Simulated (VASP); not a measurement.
# GaN (zincblende type) (F-43m) in VASP: notebook, part 2 of 2

VASP 6.6.1. The steps go on from the part before.

## 6. Relaxation of cell and atoms, PBE, target pressure 170 GPa, at which the enthalpy is minimised

This run uses another cell than the first one, of 7.44 Å³/atom, 0.953 times its volume.

Contents of INCAR:

```
PREC     = Accurate       # precision mode
ENCUT    = 600            # plane-wave cutoff, eV
EDIFF    = 1E-7           # SCF threshold, eV
ISMEAR   = -1             # smearing method
SIGMA    = 0.1            # smearing width, eV
LREAL    = F              # projectors in reciprocal space
LASPH    = T              # aspherical terms in the spheres
NELM     = 100            # most SCF steps
ALGO     = Normal         # electronic algorithm
ISIF     = 3              # what is computed and relaxed
LWAVE    = F              # write WAVECAR
LCHARG   = F              # write CHGCAR
GGA      = PE             # functional
IBRION   = 2              # ionic algorithm
NSW      = 60             # ionic steps
EDIFFG   = -0.005         # ionic threshold
PSTRESS  = 1700.0
```

Contents of KPOINTS:

```
Automatic mesh
0
Gamma
  17 17 17
```

Contents of POSCAR:

```
GaN
1.0
    0.0000000000      1.9523288164      1.9523288164
    1.9523288164      0.0000000000      1.9523288164
    1.9523288164      1.9523288164      0.0000000000
Ga N
1 1
Direct
    0.0000000000      0.0000000000      0.0000000000
    0.2500000000      0.2500000000      0.2500000000
```

Potentials or basis: VASP PAW PBE potentials, release 64 (Ga_d, N).

On the command line:

```console
> cat potpaw_PBE.64/Ga_d/POTCAR potpaw_PBE.64/N/POTCAR > POTCAR
> mpirun -np 1 vasp_std > vasp.out
```

OUTCAR:

```text
PREC = Accurate
   ENCUT = 600
   EDIFF = 1E-7
   ISMEAR = -1
   LREAL = F
   LASPH = T
   NELM = 100
   ISIF = 3
   GGA = PE
   IBRION = 2
   NSW = 60
   EDIFFG = -0.005
   PSTRESS = 1700.0

 ion  position               nearest neighbor table
   1  0.000  0.000  0.000-   2 1.69   2 1.69   2 1.69   2 1.69
   2  0.250  0.250  0.250-   1 1.69   1 1.69   1 1.69   1 1.69

  LATTYP: Found a face centered cubic cell.
 ALAT       =     3.9046576328

  Lattice vectors:

 A1 = (   0.0000000000,   1.9523288164,   1.9523288164)
 A2 = (   1.9523288164,   0.0000000000,   1.9523288164)
 A3 = (   1.9523288164,   1.9523288164,   0.0000000000)

Analysis of symmetry for initial positions (statically):
=====================================================================
 Subroutine PRICEL returns:
[... 676 lines left out ...]

[... ionic steps 4 to 12 ...]

--------------------------------------- Ionic step       13  -------------------------------------------

 number of electron      17.9999997 magnetization

------------------------ aborting loop because EDIFF is reached ----------------------------------------
[... 71 lines left out ...]
--------------------------------------- Ionic step       15  -------------------------------------------

 number of electron      17.9999997 magnetization

 Free energy of the ion-electron system (eV)
  ---------------------------------------------------
  ext. energy  EPLUGINS =         0.00000000
  ---------------------------------------------------
  free energy    TOTEN  =        -9.20471153 eV

  energy without entropy =       -9.20471153  energy(sigma->0) =       -9.20471153

 E-fermi :  12.2745     XC(G=0): -13.8886

 val. band max:       10.5285035866   @ k =   0.0000   0.0000   0.0000
 cond. band min:      13.9502453810   @ k =   0.4706   0.4706   0.0000
 fundamental gap:      3.4217417944
 Fermi energy:        12.2745077675

 k-point     1 :       0.0000    0.0000    0.0000
  band No.  band energies     occupation
      1      -9.5937      2.00000
      2      -4.0888      2.00000
      3      -4.0888      2.00000
      4      -4.0888      2.00000
      5      -3.1237      2.00000
      6      -3.1237      2.00000
      7      10.5285      2.00000
      8      10.5285      2.00000
      9      10.5285      2.00000
     10      14.6367      0.00000
     11      23.2794      0.00000
     12      23.2794      0.00000
     13      23.2794      0.00000
[... 401 lines left out ...]
  energy  without entropy=       -9.2047115273  energy(sigma->0) =       -9.20471153

  enthalpy is  TOTEN    =         7.3325264991 eV   P V=       16.5372380274

 reached required accuracy - stopping structural energy minimisation
```

Wall time 2.1 min (1 thread of Intel Xeon Platinum 8488C (Sapphire Rapids), shared host); peak memory 0.18 GiB.

What came out:

```
Free energy                                            : -9.2047 eV
Relaxed volume                                         : 7.79 Å³/atom
Relaxed cell                                           : a = 2.804 Å, b = 2.804 Å, c = 2.804 Å, α = 60.00°, β = 60.00°, γ = 60.00°
Space group after relaxing (to 0.05 Å)                 : F-43m (No. 216)
Energy change on relaxing (the enthalpy is what falls) : -413.4 meV/atom
Ionic steps                                            : 15
Pressure after relaxing                                : 170.0 GPa
Band gap on the k mesh                                 : 3.42 eV, indirect (least direct gap 4.11 eV)
```

The path:
| step | energy change (eV) | largest force (eV/Å) | pressure (GPa) | volume (Å³) |
| --- | --- | --- | --- | --- |
| 1 | 0.0000 | 0.0000 | 208.24 | 14.88 |
| 2 | -3.1047 | 0.0000 | 57.17 | 19.05 |
| 3 | -0.9043 | 0.0000 | 166.53 | 15.66 |
| 4 | -0.8321 | 0.0000 | 169.80 | 15.59 |
| 5 | -0.8168 | 0.0000 | 170.49 | 15.58 |
| 6 | -0.8175 | 0.0000 | 170.42 | 15.58 |
| 7 | -0.8194 | 0.0000 | 170.35 | 15.58 |
| 8 | -0.8194 | 0.0000 | 170.37 | 15.58 |
| 9 | -0.8195 | 0.0000 | 170.37 | 15.58 |
| 10 | -0.8196 | 0.0000 | 170.36 | 15.58 |
| 11 | -0.8198 | 0.0000 | 170.36 | 15.58 |
| 12 | -0.8203 | 0.0000 | 170.30 | 15.58 |
| 13 | -0.8212 | 0.0000 | 170.28 | 15.58 |
| 14 | -0.8231 | 0.0000 | 170.18 | 15.58 |
| 15 | -0.8268 | 0.0000 | 170.01 | 15.59 |

Final structure:
```cif
data_structure
_symmetry_space_group_name_H-M 'P 1'
_symmetry_Int_Tables_number 1
_cell_length_a 2.8038
_cell_length_b 2.8038
_cell_length_c 2.8038
_cell_angle_alpha 60.000
_cell_angle_beta 60.000
_cell_angle_gamma 60.000
_cell_volume 15.59
loop_
_atom_site_label
_atom_site_type_symbol
_atom_site_fract_x
_atom_site_fract_y
_atom_site_fract_z
_atom_site_occupancy
Ga1 Ga 0.00000 0.00000 0.00000 1
N1 N 0.25000 0.25000 0.25000 1
```

Levels at points of the mesh, in eV from the valence-band top:
```
           k point  band 5  band 6  band 7  band 8  band 9  band 10  band 11  band 12  band 13
(0.00, 0.00, 0.00)  -13.65  -13.65    0.00    0.00    0.00     4.11    12.75    12.75    12.75
```

Caveat: the cell is relaxed towards a set pressure, so the enthalpy falls and the energy may rise. A k mesh can miss the band edges.

## 7. Relaxation of cell and atoms, PBE, target pressure 170 GPa, at which the enthalpy is minimised

Contents of INCAR:

```
PREC = Accurate ; ENCUT = 600
EDIFF = 1E-7 ; ISMEAR = -1
SIGMA = 0.1 ; LREAL = False
LASPH = True ; NELM = 80
ALGO = Normal ; ISIF = 3
LWAVE = False ; LCHARG = False
GGA = PE ; IBRION = 2
NSW = 32 ; EDIFFG = -0.005
PSTRESS = 1700.0
```

KPOINTS is that of step 6.

Contents of POSCAR:

```
GaN
1.0
    0.0000000000      1.9841004890      1.9841004890
    1.9841004890      0.0000000000      1.9841004890
    1.9841004890      1.9841004890      0.0000000000
Ga N
1 1
Direct
    0.0000000000      0.0000000000      0.0000000000
    0.2500000000      0.2500000000      0.2500000000
```

On the command line:

```console
> cat potpaw_PBE.64/Ga_d/POTCAR potpaw_PBE.64/N/POTCAR > POTCAR
> mpirun -np 1 vasp_std > vasp.out
```

Wall time 46 s (1 thread of Intel Xeon Platinum 8488C (Sapphire Rapids), shared host); peak memory 0.18 GiB.

It converged, with:

```yaml
Free_energy: -9.2057 eV
Relaxed_volume: 7.79 Å³/atom
Relaxed_cell: a = 2.804 Å, b = 2.804 Å, c = 2.804 Å, α = 60.00°, β = 60.00°, γ = 60.00°
Space_group_after_relaxing_to_0.05_Å: F-43m (No. 216)
Energy_change_on_relaxing_the_enthalpy_is_what_falls: +19.1 meV/atom
Ionic_steps: 3
Pressure_after_relaxing: 170.0 GPa
Band_gap_on_the_k_mesh: 3.42 eV, indirect (least direct gap 4.11 eV)
```

The path:
| step | energy change (eV) | largest force (eV/Å) | pressure (GPa) | volume (Å³) |
| --- | --- | --- | --- | --- |
| 1 | 0.0000 | 0.0000 | 168.21 | 15.62 |
| 2 | 0.2118 | 0.0000 | 178.07 | 15.43 |
| 3 | 0.0382 | 0.0000 | 170.02 | 15.59 |

Final structure:
```
Ga N
1.0
     0.00000    1.98257    1.98257
     1.98257    0.00000    1.98257
     1.98257    1.98257    0.00000
Ga N
1 1
Direct
  0.00000 0.00000 0.00000
  0.25000 0.25000 0.25000
```

Levels at points of the mesh, in eV from the valence-band top:
```tsv
k point	band 6	band 7	band 8	band 9	band 10	band 11	band 12	band 13
(0.00, 0.00, 0.00)	-13.65	0.00	0.00	0.00	4.11	12.75	12.75	12.75
```

Caveat: the cell is relaxed towards a set pressure, so the enthalpy falls and the energy may rise. PBE gaps usually lie below the measured ones, often by a third to a half.

## 8. The runs side by side

```csv
task,cell,cutoff (eV),gap on the mesh (eV),pressure (GPa)
single point,"a = 2.806 Å, angles 60.0°, 2 atoms",520,3.42,168.4
single point,"a = 2.805 Å, angles 60.0°, 2 atoms",520,3.42,168.8
relaxation of cell and atoms,"relaxed to 170 GPa from a = 2.761 Å, angles 60.0°, 2 atoms",600,3.42,170.0
relaxation of cell and atoms,"relaxed to 170 GPa from a = 2.806 Å, angles 60.0°, 2 atoms",600,3.42,170.0
```

Alike in all rows: level PBE; potentials or basis VASP PAW PBE potentials, release 64 (Ga_d, N); no spin polarisation; k mesh 17 × 17 × 17; smearing fermi-dirac 0.1 eV.

Caveats: the cell is relaxed towards a set pressure, so the enthalpy falls and the energy may rise (some runs).

Total energies depend on the potentials used, so only differences within one code and one set of settings carry meaning.
